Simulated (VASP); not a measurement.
# ZnSe (F-43m) in VASP: single point with PBE

Aim: the single point of ZnSe with PBE.

Everything below comes from runs of VASP 6.6.1. Logs are shortened: lines on timing, memory, paths and dates and some standing lists are left out, and cuts for length are marked.

## (1) The cell of the first run

Symmetry: F-43m, No. 216, cubic system. The conventional cell has a = 5.661 Å, b = 5.661 Å, c = 5.661 Å, α = 90.00°, β = 90.00°, γ = 90.00°. Within 3.2 Å of Zn (site symmetry -43m) lie 4 Se at 2.45 Å. Se (site symmetry -43m) has 4 Zn at 2.45 Å within 3.2 Å.

## (2) Single point, PBE

The input, INCAR:

```
SYSTEM = ZnSe
PREC     = Accurate       ! precision mode
ENCUT    = 500            ! plane-wave cutoff, eV
EDIFF    = 1E-6           ! SCF threshold, eV
ISMEAR   = 0              ! smearing method
SIGMA    = 0.0167         ! smearing width, eV
LREAL    = .FALSE.        ! projectors in reciprocal space
LASPH    = .TRUE.         ! aspherical terms in the spheres
NELM     = 120            ! most SCF steps
ALGO     = Normal         ! electronic algorithm
ISIF     = 2              ! what is computed and relaxed
LWAVE    = .FALSE.        ! write WAVECAR
LCHARG   = .TRUE.         ! write CHGCAR
GGA      = PE             ! functional
LELF     = .TRUE.         ! ELF
LVHAR    = .TRUE.       
NBANDS   = 16             ! bands
GGA_COMPAT= .FALSE.
```

The input, KPOINTS:

```
Automatic mesh
0
G
  8 8 8
  0 0 0
```

The input, POSCAR:

```
ZnSe
1.0
    0.0000000000      2.8302510000      2.8302510000
    2.8302510000      0.0000000000      2.8302510000
    2.8302510000      2.8302510000      0.0000000000
Zn Se
1 1
Direct
    0.2500000000      0.2500000000      0.2500000000
    0.0000000000      0.0000000000      0.0000000000
```

Potentials or basis: VASP PAW PBE potentials, release 64 (Zn, Se).

Command:

```sh
$ cat potpaw_PBE.64/Zn/POTCAR potpaw_PBE.64/Se/POTCAR > POTCAR
$ mpirun -np 1 vasp_std > vasp.out
```

OUTCAR:

```text
SYSTEM = ZnSe
   PREC = Accurate
   ENCUT = 500
   EDIFF = 1E-6
   ISMEAR = 0
   LREAL = .FALSE.
   LASPH = .TRUE.
   NELM = 120
   ISIF = 2
   GGA = PE

 ion  position               nearest neighbor table
   1  0.250  0.250  0.250-   2 2.45   2 2.45   2 2.45   2 2.45
   2  0.000  0.000  0.000-   1 2.45   1 2.45   1 2.45   1 2.45

  LATTYP: Found a face centered cubic cell.
 ALAT       =     5.6605020000

  Lattice vectors:

 A1 = (   0.0000000000,   2.8302510000,   2.8302510000)
 A2 = (   2.8302510000,   0.0000000000,   2.8302510000)
 A3 = (   2.8302510000,   2.8302510000,   0.0000000000)

Analysis of symmetry for initial positions (statically):
=====================================================================
 Subroutine PRICEL returns:
 Original cell was already a primitive cell.

 Routine SETGRP: Setting up the symmetry group for a
 face centered cubic supercell.

 Subroutine GETGRP returns: Found 24 space group operations
 (whereof 24 operations were pure point group operations)
 out of a pool of 48 trial point group operations.

The static configuration has the point symmetry T_d .

Analysis of symmetry for dynamics (positions and initial velocities):
=====================================================================
 Subroutine PRICEL returns:
 Original cell was already a primitive cell.

 Routine SETGRP: Setting up the symmetry group for a
 face centered cubic supercell.

 Subroutine GETGRP returns: Found 24 space group operations
 (whereof 24 operations were pure point group operations)
 out of a pool of 48 trial point group operations.

The dynamic configuration has the point symmetry T_d .

 Subroutine INISYM returns: Found 24 space group operations
 (whereof 24 operations are pure point group operations),
 and found     1 'primitive' translations

----------------------------------------------------------------------------------------

                                     Primitive cell

  volume of cell :      45.3424

  direct lattice vectors                    reciprocal lattice vectors
     0.000000000  2.830251000  2.830251000    -0.176662777  0.176662777  0.176662777
     2.830251000  0.000000000  2.830251000     0.176662777 -0.176662777  0.176662777
     2.830251000  2.830251000  0.000000000     0.176662777  0.176662777 -0.176662777

  length of vectors
     4.002579349  4.002579349  4.002579349     0.305988905  0.305988905  0.305988905

[... 73 lines left out ...]
   ICHARG =      2    charge: 1-file 2-atom 10-const
   ISPIN  =      1    spin polarized calculation?
   LNONCOLLINEAR =      F non collinear calculations
   LSORBIT =      F    spin-orbit coupling
   LASPH  =      T    aspherical Exc in radial PAW
   ENCUT  =  500.0 eV  36.75 Ry    6.06 a.u.   7.30  7.30  7.30*2*pi/ulx,y,z
   NELM   =    120;   NELMIN=  2; NELMDL= -5     # of ELM steps
   EDIFF  = 0.1E-05   stopping-criterion for ELM
   LREAL  =      F    real-space projection
   EDIFFG = 0.1E-04   stopping-criterion for IOM
   NSW    =      0    number of steps for IOM
   IBRION =     -1    ionic relax: 0-MD 1-quasi-New 2-CG
   NFREE  =      0    steps in history (QN), initial steepest desc. (CG)
   ISIF   =      2    stress and relaxation
   ISYM   =      2    0-nonsym 1-usesym 2-fastsym
   POTIM  = 0.5000    time-step for ionic-motion
   TEBEG  =    0.0;   TEEND  =   0.0 temperature during run
   PSTRESS=    0.0 pullay stress
   NELECT =      18.0000    total number of electrons
   NUPDOWN=      -1.0000    fix difference up-down
   EMIN   =  10.00;   EMAX   =-10.00  energy-range for DOS
   EFERMI =   0.00;   METHOD = LEGACY
   ISMEAR =     0;   SIGMA  =   0.02  broadening in eV -4-tet -1-fermi 0-gaus
   EFERMI_NEDOS =   21; number of points for ismear=-14 and -15
   IALGO  =     38    algorithm
   IMIX   =      4    mixing-type and parameters
     AMIX     =   0.40;   BMIX     =  1.00
     AMIX_MAG =   1.60;   BMIX_MAG =  1.00
  volume/ion in A,a.u.               =      22.67       152.99
  Fermi-wavevector in a.u.,A,eV,Ry     =   1.203180  2.273681 19.696377  1.447643
  Thomas-Fermi vector in A             =   2.338941
   LORBIT       =      0    0 simple, 1 ext, 2 COOP (PROOUT), +10 PAW based schemes
   GGA     = PE    functional components
   LHFCALC =     F    Hartree Fock is set to
   AEXX    =    0.0000 exact exchange contribution
   IVDW    =     0    specifies the selected vdW correction
   LEPSILON=     F    determine dielectric tensor
   LRPA    =     F    only Hartree local field effects (RPA)
 non-spin polarized calculation
 Gauss-broadening in eV      SIGMA  =   0.02
  energy-cutoff  :      500.00
  volume of cell :       45.34
 maximum number of plane-waves:      1174
 NGX is ok and might be reduce to    30
   NGX = 15   NGY = 15   NGZ = 15

 number of electron      18.0000009 magnetization

 Free energy of the ion-electron system (eV)
  ---------------------------------------------------
  ext. energy  EPLUGINS =         0.00000000
  ---------------------------------------------------
  free energy    TOTEN  =        -6.01736973 eV

  energy without entropy =       -6.01736973  energy(sigma->0) =       -6.01736973

 E-fermi :   1.7645     XC(G=0):  -9.3389

 val. band max:        1.6455837229   @ k =   0.0000   0.0000   0.0000
 cond. band min:       2.9510254011   @ k =   0.0000   0.0000   0.0000
 fundamental gap:      1.3054416782
 Fermi energy:         1.7645405032

 k-point     1 :       0.0000    0.0000    0.0000
  band No.  band energies     occupation
      1     -11.6378      2.00000
      2      -4.9143      2.00000
      3      -4.9143      2.00000
      4      -4.9143      2.00000
      5      -4.5411      2.00000
      6      -4.5411      2.00000
[... 433 lines left out ...]
      3      -4.7725      2.00000
      4      -4.5736      2.00000
      5      -4.5341      2.00000
      6      -4.3303      2.00000
[... 8 lines left out ...]
     15      14.4100      0.00000
     16      15.2298      0.00000

 [... further k-points ...]
[... 5 lines left out ...]
  --------------------------------------------------------------------------------------
  -------------------------------------------------------------------------------------
  Total        0.7340207      0.7340207      0.7340207      0.0000000      0.0000000      0.0000000
  in kB       25.9366577     25.9366577     25.9366577      0.0000000      0.0000000      0.0000000
  external PRESSURE =      25.9366577 kB  Pullay stress =       0.0000000 kB

 VOLUME and BASIS-vectors are now :
 -----------------------------------------------------------------------------
  energy-cutoff  :      500.00
  volume of cell :       45.34
      direct lattice vectors                 reciprocal lattice vectors
     0.000000000  2.830251000  2.830251000    -0.176662777  0.176662777  0.176662777
     2.830251000  0.000000000  2.830251000     0.176662777 -0.176662777  0.176662777
     2.830251000  2.830251000  0.000000000     0.176662777  0.176662777 -0.176662777

 POSITION                                       TOTAL-FORCE (eV/Angst)
 -----------------------------------------------------------------------------------
      1.41513      1.41513      1.41513         0.000000     -0.000000     -0.000000
      0.00000      0.00000      0.00000        -0.000000      0.000000      0.000000
 -----------------------------------------------------------------------------------
    total drift:                                0.000000      0.000000      0.000000

  FREE ENERGIE OF THE ION-ELECTRON SYSTEM (eV)
  ---------------------------------------------------
  free  energy   TOTEN  =        -6.0173697259 eV

  energy  without entropy=       -6.0173697259  energy(sigma->0) =       -6.01736973
```

OSZICAR:

```text
N       E                     dE             d eps       ncg     rms          rms(c)
DAV:   1     0.766598515174E+02    0.76660E+02   -0.84290E+03   928   0.126E+03
DAV:   2    -0.182470341330E+01   -0.78485E+02   -0.73887E+02  1040   0.244E+02
DAV:   3    -0.627262407200E+01   -0.44479E+01   -0.44308E+01  1112   0.549E+01
DAV:   4    -0.630538572386E+01   -0.32762E-01   -0.32757E-01  1128   0.513E+00
DAV:   5    -0.630552759754E+01   -0.14187E-03   -0.14187E-03  1152   0.299E-01    0.478E+00
DAV:   6    -0.603640045039E+01    0.26913E+00   -0.53269E-01  1376   0.239E+01    0.365E+00
DAV:   7    -0.601725813928E+01    0.19142E-01   -0.15411E-01  1072   0.350E+00    0.155E+00
DAV:   8    -0.601703891922E+01    0.21922E-03   -0.43775E-03  1248   0.678E-01    0.452E-01
DAV:   9    -0.601726791640E+01   -0.22900E-03   -0.10958E-03  1072   0.251E-01    0.660E-02
DAV:  10    -0.601737605929E+01   -0.10814E-03   -0.19593E-04  1184   0.103E-01    0.223E-02
DAV:  11    -0.601736842865E+01    0.76306E-05   -0.36997E-05  1064   0.510E-02    0.470E-03
DAV:  12    -0.601736951586E+01   -0.10872E-05   -0.49749E-06  1184   0.131E-02    0.266E-03
DAV:  13    -0.601736972592E+01   -0.21005E-06   -0.47817E-07   872   0.512E-03
   1 F= -.60173697E+01 E0= -.60173697E+01  d E =-.508303E-26
```

It took 40 s on 1 thread of Intel Xeon 8259CL, shared host; peak memory 0.18 GiB.

Results:

```yaml
Free_energy: -6.0174 eV
Pressure: 2.6 GPa
Band_gap_on_the_k_mesh: 1.31 eV, direct
```

Levels at points of the mesh, in eV from the valence-band top:
```tsv
k point	band 6	band 7	band 8	band 9	band 10	band 11	band 12	band 13
(0.00, 0.00, 0.00)	-6.19	0.00	0.00	0.00	1.31	5.80	5.80	5.80
(0.50, 0.00, 0.00)	-6.03	-5.25	-0.87	-0.87	2.55	6.38	6.38	8.59
(0.50, 0.50, 0.00)	-6.01	-4.77	-2.20	-2.20	2.97	3.46	10.77	11.27
```

PBE gaps usually lie below the measured ones, often by a third to a half.
